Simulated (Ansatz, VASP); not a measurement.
Zn in VASP and in Ansatz

The input INCAR:

```
SYSTEM = Zn
  ALGO = Normal
  EDIFF = 1E-6
  ENCUT = 500
  GGA_COMPAT = .False.
  ISIF = 2
  ISMEAR = -1
  LASPH = .True.
  LCHARG = .False.
  LREAL = .False.
  LWAVE = .False.
  NBANDS = 19
  NELM = 120
  PREC = Accurate
  SIGMA = 0.1
```

The input KPOINTS:

```
k-points
0
Gamma
  16 16 8
  0 0 0
```

File POSCAR:

```
Zn
1.0
    1.2872944537     -2.2296593982      0.0000000000
    1.2872944537      2.2296593982      0.0000000000
    0.0000000000      0.0000000000      4.7135629526
Zn
2
Direct
    0.6666666670      0.3333333330      0.2500000000
    0.3333333330      0.6666666670      0.7500000000
```

Input for Ansatz:

```yaml
crystal:
  lattice:
    - [1.2872944537, -2.2296593982, 0.0]
    - [1.2872944537, 2.2296593982, 0.0]
    - [0.0, 0.0, 4.7135629526]
  atoms:
    - { symbol: Zn, position: [0.666666667, 0.333333333, 0.25] }
    - { symbol: Zn, position: [0.333333333, 0.666666667, 0.75] }
kpoints:
  mp_grid: { grid: [16, 16, 8] }
scf:
  occupations: { method: fermi_dirac, width: 0.1 }
hamiltonian:
  xc: lda
  pseudopotentials: { kind: paw }
output:
  forces: true
  stress: true
  eigenvalues: true
```

Alike in both runs: task single point; functional LDA; k mesh 16 × 16 × 8; occupations fermi-dirac, width 0.1 eV; no spin polarisation.

|  | VASP | Ansatz |
| --- | --- | --- |
| version | VASP 6.6.1 | Ansatz 0.2.0 |
| potentials or method | VASP PAW LDA potentials, release 64 (Zn) | PAW with Ansatz's default frozen-core files, scalar-relativistic |
| plane-wave cutoff (eV) | 500 | 420 |
| valence electrons in the cell | 24 | 24 |

|  | VASP | Ansatz | Ansatz less VASP |
| --- | --- | --- | --- |
| pressure (GPa) | 0.7 | 0.0 | -0.72 |
| traceless stress, the component that is largest in VASP (GPa) | 0.09 | 0.30 | +0.203 |

LDA's correlation is that of Perdew and Zunger in VASP and of Perdew and Wang (1992) in Ansatz.
